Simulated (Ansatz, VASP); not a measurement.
# One calculation of In3Sb, two programs

```
In Sb
1.0
     4.59336    0.00000    0.00000
     0.00000    4.59336    0.00000
     0.00000    0.00000    4.59336
In Sb
3 1
Direct
  0.50000 0.50000 0.00000
  0.50000 0.00000 0.50000
  0.00000 0.50000 0.50000
  0.00000 0.00000 0.00000
```

Alike in both runs: task single point; functional PBEsol; dispersion D3(BJ); k mesh 10 × 10 × 10; occupations gaussian, width 0.1 eV; no spin polarisation.

|  | VASP | Ansatz |
| --- | --- | --- |
| version | VASP 6.6.1 | Ansatz 0.2.0 |
| potentials or method | VASP PAW PBE potentials, release 64 (In_d, Sb), cutoff 520 eV | scalar-relativistic, plane waves, PAW |
| valence electrons in the cell | 44 | 54 |

|  | VASP | Ansatz | Ansatz less VASP |
| --- | --- | --- | --- |
| gap on the k mesh at the Fermi level (eV) | none | none | - |
| pressure (GPa) | 1.8 | 1.7 | -0.05 |

VASP's potentials were made for PBE, not for PBEsol. A gap of «none» marks a metal or a gap that the smearing closes. VASP's potentials hold 44 valence electrons a cell and Ansatz's 54, so a difference there can come from the potentials and not from the codes.

Neither program's run includes spin-orbit coupling.
